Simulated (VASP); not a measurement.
# KF in VASP: further runs

The runs below take KF through single point, with PBE.

Program: VASP 6.6.1. These are calculated values, not measurements. Logs are shortened: lines on timing, memory, paths and dates and some standing lists are left out, and cuts for length are marked.

## 1. The cell of the first run

The structure is cubic, space group Fm-3m (No. 225). Conventional cell: a = 5.318 Å, b = 5.318 Å, c = 5.318 Å, α = 90.00°, β = 90.00°, γ = 90.00°. Within 3.5 Å of K (site symmetry m-3m) lie 6 F at 2.66 Å. Within 3.5 Å of F (site symmetry m-3m) lie 6 K at 2.66 Å.

## 2. Single point, PBE

File INCAR:

```
ALGO     = Normal         # electronic algorithm
EDIFF    = 1E-7           # SCF threshold, eV
ENCUT    = 520            # plane-wave cutoff, eV
GGA      = PE             # functional
ISIF     = 2              # what is computed and relaxed
ISMEAR   = 0              # smearing method
LASPH    = True           # aspherical terms in the spheres
LCHARG   = True           # write CHGCAR
LELF     = True           # ELF
LREAL    = False          # projectors in reciprocal space
LVHAR    = True         
LWAVE    = False          # write WAVECAR
NBANDS   = 15             # bands
NELM     = 60             # most SCF steps
PREC     = Accurate       # precision mode
SIGMA    = 0.01           # smearing width, eV
```

File KPOINTS:

```
k-points
0
Gamma
  4 4 4
```

File POSCAR:

```
KF
1.0
    0.0000000000      2.6589605711      2.6589605711
    2.6589605711      0.0000000000      2.6589605711
    2.6589605711      2.6589605711      0.0000000000
K F
1 1
Direct
    0.0000000000      0.0000000000      0.0000000000
    0.5000000000      0.5000000000      0.5000000000
```

Potentials or basis: VASP PAW PBE potentials, release 64 (K_sv, F).

Launch:

```console
cat potpaw_PBE.64/K_sv/POTCAR potpaw_PBE.64/F/POTCAR > POTCAR
mpirun -np 1 vasp_std > vasp.out
```

OUTCAR:

```text
EDIFF = 1E-7
   ENCUT = 520
   GGA = PE
   ISIF = 2
   ISMEAR = 0
   LASPH = True
   LREAL = False
   NELM = 60
   PREC = Accurate

 ion  position               nearest neighbor table
   1  0.000  0.000  0.000-   2 2.66   2 2.66   2 2.66   2 2.66   2 2.66   2 2.66
   2  0.500  0.500  0.500-   1 2.66   1 2.66   1 2.66   1 2.66   1 2.66   1 2.66

  LATTYP: Found a face centered cubic cell.
 ALAT       =     5.3179211422

  Lattice vectors:

 A1 = (   0.0000000000,   2.6589605711,   2.6589605711)
 A2 = (   2.6589605711,   0.0000000000,   2.6589605711)
 A3 = (   2.6589605711,   2.6589605711,   0.0000000000)

Analysis of symmetry for initial positions (statically):
=====================================================================
 Subroutine PRICEL returns:
 Original cell was already a primitive cell.

 Routine SETGRP: Setting up the symmetry group for a
 face centered cubic supercell.

 Subroutine GETGRP returns: Found 48 space group operations
 (whereof 48 operations were pure point group operations)
 out of a pool of 48 trial point group operations.

The static configuration has the point symmetry O_h .

Analysis of symmetry for dynamics (positions and initial velocities):
=====================================================================
 Subroutine PRICEL returns:
 Original cell was already a primitive cell.

 Routine SETGRP: Setting up the symmetry group for a
 face centered cubic supercell.

 Subroutine GETGRP returns: Found 48 space group operations
 (whereof 48 operations were pure point group operations)
 out of a pool of 48 trial point group operations.

The dynamic configuration has the point symmetry O_h .

 Subroutine INISYM returns: Found 48 space group operations
 (whereof 48 operations are pure point group operations),
 and found     1 'primitive' translations

----------------------------------------------------------------------------------------

                                     Primitive cell

  volume of cell :      37.5981

  direct lattice vectors                    reciprocal lattice vectors
     0.000000000  2.658960571  2.658960571    -0.188043405  0.188043405  0.188043405
     2.658960571  0.000000000  2.658960571     0.188043405 -0.188043405  0.188043405
     2.658960571  2.658960571  0.000000000     0.188043405  0.188043405 -0.188043405

  length of vectors
     3.760338101  3.760338101  3.760338101     0.325700732  0.325700732  0.325700732

  position of ions in fractional coordinates (direct lattice)
     0.000000000  0.000000000  0.000000000
     0.500000000  0.500000000  0.500000000

  ion indices of the primitive-cell ions
   primitive index   ion index
                 1           1
                 2           2

----------------------------------------------------------------------------------------

 KPOINTS: k-points

Automatic generation of k-mesh.
 Grid dimensions read from file:
 generate k-points for:    4    4    4

 Generating k-lattice:

  Cartesian coordinates                     Fractional coordinates (reciprocal lattice)
    -0.047010851  0.047010851  0.047010851     0.250000000  0.000000000  0.000000000
     0.047010851 -0.047010851  0.047010851     0.000000000  0.250000000  0.000000000
     0.047010851  0.047010851 -0.047010851     0.000000000  0.000000000  0.250000000

  Length of vectors
     0.081425183  0.081425183  0.081425183

  Shift w.r.t. Gamma in fractional coordinates (k-lattice)
     0.000000000  0.000000000  0.000000000

 Subroutine IBZKPT returns following result:
 ===========================================

 Found      8 irreducible k-points:

 Following reciprocal coordinates:
            Coordinates               Weight
  0.000000  0.000000  0.000000      1.000000
  0.250000  0.000000  0.000000      8.000000
  0.500000  0.000000  0.000000      4.000000
  0.250000  0.250000  0.000000      6.000000
  0.500000  0.250000  0.000000     24.000000
 -0.250000  0.250000  0.000000     12.000000
  0.500000  0.500000  0.000000      3.000000
 -0.250000  0.500000  0.250000      6.000000
   k-points           NKPTS =      8   k-points in BZ     NKDIM =      8   number of bands    NBANDS=     15
   number of dos      NEDOS =    301   number of ions     NIONS =      2
   total plane-waves  NPLWV =  21952
   dimension x,y,z NGX =    28 NGY =   28 NGZ =   28
   dimension x,y,z NGXF=    56 NGYF=   56 NGZF=   56
   ions per type =               1   1
   NGX,Y,Z   is equivalent  to a cutoff of  12.38, 12.38, 12.38 a.u.
   NGXF,Y,Z  is equivalent  to a cutoff of  24.76, 24.76, 24.76 a.u.
 SYSTEM =  unknown system
   PREC   = accura    normal or accurate (medium, high low for compatibility)
   ISTART =      0    job   : 0-new  1-cont  2-samecut
   ICHARG =      2    charge: 1-file 2-atom 10-const
   ISPIN  =      1    spin polarized calculation?
   LNONCOLLINEAR =      F non collinear calculations
   LSORBIT =      F    spin-orbit coupling
   LASPH  =      T    aspherical Exc in radial PAW
   ENCUT  =  520.0 eV  38.22 Ry    6.18 a.u.   6.99  6.99  6.99*2*pi/ulx,y,z
   NELM   =     60;   NELMIN=  2; NELMDL= -5     # of ELM steps
   EDIFF  = 0.1E-06   stopping-criterion for ELM
   LREAL  =      F    real-space projection
   EDIFFG = 0.1E-05   stopping-criterion for IOM
   NSW    =      0    number of steps for IOM
   IBRION =     -1    ionic relax: 0-MD 1-quasi-New 2-CG
   NFREE  =      0    steps in history (QN), initial steepest desc. (CG)
   ISIF   =      2    stress and relaxation
   ISYM   =      2    0-nonsym 1-usesym 2-fastsym
   POTIM  = 0.5000    time-step for ionic-motion
   TEBEG  =    0.0;   TEEND  =   0.0 temperature during run
   PSTRESS=    0.0 pullay stress
   NELECT =      16.0000    total number of electrons
   NUPDOWN=      -1.0000    fix difference up-down
   EMIN   =  10.00;   EMAX   =-10.00  energy-range for DOS
   EFERMI =   0.00;   METHOD = LEGACY
   ISMEAR =     0;   SIGMA  =   0.01  broadening in eV -4-tet -1-fermi 0-gaus
   EFERMI_NEDOS =   21; number of points for ismear=-14 and -15
   IALGO  =     38    algorithm
   IMIX   =      4    mixing-type and parameters
     AMIX     =   0.40;   BMIX     =  1.00
     AMIX_MAG =   1.60;   BMIX_MAG =  1.00
  volume/ion in A,a.u.               =      18.80       126.86
  Fermi-wavevector in a.u.,A,eV,Ry     =   1.231382  2.326975 20.630548  1.516303
  Thomas-Fermi vector in A             =   2.366194
   LORBIT       =      0    0 simple, 1 ext, 2 COOP (PROOUT), +10 PAW based schemes
   GGA     = PE    functional components
   LHFCALC =     F    Hartree Fock is set to
   AEXX    =    0.0000 exact exchange contribution
   IVDW    =     0    specifies the selected vdW correction
   LEPSILON=     F    determine dielectric tensor
   LRPA    =     F    only Hartree local field effects (RPA)
 non-spin polarized calculation
 Gauss-broadening in eV      SIGMA  =   0.01
  energy-cutoff  :      520.00
  volume of cell :       37.60
 maximum number of plane-waves:      1036
   NGX = 13   NGY = 13   NGZ = 13

 number of electron      16.0000010 magnetization

 Free energy of the ion-electron system (eV)
  ---------------------------------------------------
  ext. energy  EPLUGINS =         0.00000000
  ---------------------------------------------------
  free energy    TOTEN  =        -8.28358685 eV

  energy without entropy =       -8.28358685  energy(sigma->0) =       -8.28358685

 E-fermi :  -2.6291     XC(G=0):  -8.4697

 val. band max:       -2.7650522326   @ k =   0.0000   0.0000   0.0000
 cond. band min:       3.4772393602   @ k =   0.0000   0.0000   0.0000
 fundamental gap:      6.2422915928
 Fermi energy:        -2.6290701355

 k-point     1 :       0.0000    0.0000    0.0000
  band No.  band energies     occupation
      1     -28.8629      2.00000
      2     -21.4289      2.00000
      3     -12.1024      2.00000
      4     -12.1024      2.00000
      5     -12.1024      2.00000
      6      -2.7651      2.00000
      7      -2.7651      2.00000
      8      -2.7651      2.00000
      9       3.4772      0.00000
     10       7.9543      0.00000
     11       7.9543      0.00000
     12       7.9543      0.00000
     13       9.6456      0.00000
     14       9.6456      0.00000
     15      14.2714      0.00000

 k-point     2 :       0.2500    0.0000    0.0000
  band No.  band energies     occupation
      1     -28.8125      2.00000
      2     -21.4765      2.00000
      3     -12.2451      2.00000
      4     -12.1214      2.00000
      5     -12.1214      2.00000
      6      -3.2111      2.00000
      7      -2.9483      2.00000
      8      -2.9483      2.00000
      9       5.0051      0.00000
     10       7.3710      0.00000
     11       8.6949      0.00000
     12       8.6949      0.00000
     13      10.2520      0.00000
     14      10.2520      0.00000
     15      16.0404      0.00000

 k-point     3 :       0.5000    0.0000    0.0000
  band No.  band energies     occupation
      1     -28.7613      2.00000
      2     -21.5247      2.00000
      3     -12.3849      2.00000
      4     -12.1399      2.00000
      5     -12.1399      2.00000
      6      -3.5735      2.00000
      7      -3.1238      2.00000
      8      -3.1238      2.00000
      9       6.3641      0.00000
     10       7.9498      0.00000
     11       9.3758      0.00000
     12       9.3758      0.00000
     13      11.6318      0.00000
     14      11.6318      0.00000
     15      13.5336      0.00000
[... 55 lines left out ...]
 k-point     7 :       0.5000    0.5000    0.0000
  band No.  band energies     occupation
      1     -28.7394      2.00000
      2     -21.4490      2.00000
      3     -12.6854      2.00000
      4     -12.3229      2.00000
      5     -12.3229      2.00000
      6      -2.9703      2.00000
      7      -2.8190      2.00000
      8      -2.8190      2.00000
      9       5.4473      0.00000
     10       7.6194      0.00000
     11       9.1639      0.00000
     12      10.9245      0.00000
     13      11.5532      0.00000
     14      11.5532      0.00000
     15      13.2324      0.00000

 k-point     8 :      -0.2500    0.5000    0.2500
  band No.  band energies     occupation
      1     -28.7364      2.00000
      2     -21.4759      2.00000
      3     -12.5065      2.00000
      4     -12.5065      2.00000
      5     -12.1919      2.00000
      6      -3.1800      2.00000
      7      -2.9254      2.00000
      8      -2.9254      2.00000
      9       7.0172      0.00000
     10       7.0172      0.00000
     11       8.5156      0.00000
     12      10.7500      0.00000
     13      11.5625      0.00000
     14      12.3042      0.00000
     15      13.5083      0.00000

------------------------ aborting loop because EDIFF is reached ----------------------------------------

  FORCE on cell =-STRESS in cart. coord.  units (eV):
  Direction    XX          YY          ZZ          XY          YZ          ZX
  --------------------------------------------------------------------------------------
  -------------------------------------------------------------------------------------
  Total        0.4601269      0.4601269      0.4601269      0.0000000      0.0000000     -0.0000000
  in kB       19.6075123     19.6075123     19.6075123      0.0000000      0.0000000     -0.0000000
  external PRESSURE =      19.6075123 kB  Pullay stress =       0.0000000 kB

 VOLUME and BASIS-vectors are now :
 -----------------------------------------------------------------------------
  energy-cutoff  :      520.00
  volume of cell :       37.60
      direct lattice vectors                 reciprocal lattice vectors
     0.000000000  2.658960571  2.658960571    -0.188043405  0.188043405  0.188043405
     2.658960571  0.000000000  2.658960571     0.188043405 -0.188043405  0.188043405
     2.658960571  2.658960571  0.000000000     0.188043405  0.188043405 -0.188043405

 POSITION                                       TOTAL-FORCE (eV/Angst)
 -----------------------------------------------------------------------------------
      0.00000      0.00000      0.00000        -0.000000     -0.000000      0.000000
      2.65896      2.65896      2.65896         0.000000      0.000000     -0.000000
 -----------------------------------------------------------------------------------
    total drift:                                0.000000      0.000000      0.000000

  FREE ENERGIE OF THE ION-ELECTRON SYSTEM (eV)
  ---------------------------------------------------
  free  energy   TOTEN  =        -8.2835868532 eV

  energy  without entropy=       -8.2835868532  energy(sigma->0) =       -8.28358685
```

Wall time 9.8 s (1 thread of AMD EPYC 7R13, shared host); peak memory 0.12 GiB.

Results:

```
Free energy            : -8.2836 eV
Pressure               : 2.0 GPa
Band gap on the k mesh : 6.24 eV
```

Caveat: the k points lie up to 0.51 Å⁻¹ apart.

[end of part 1 of 3]
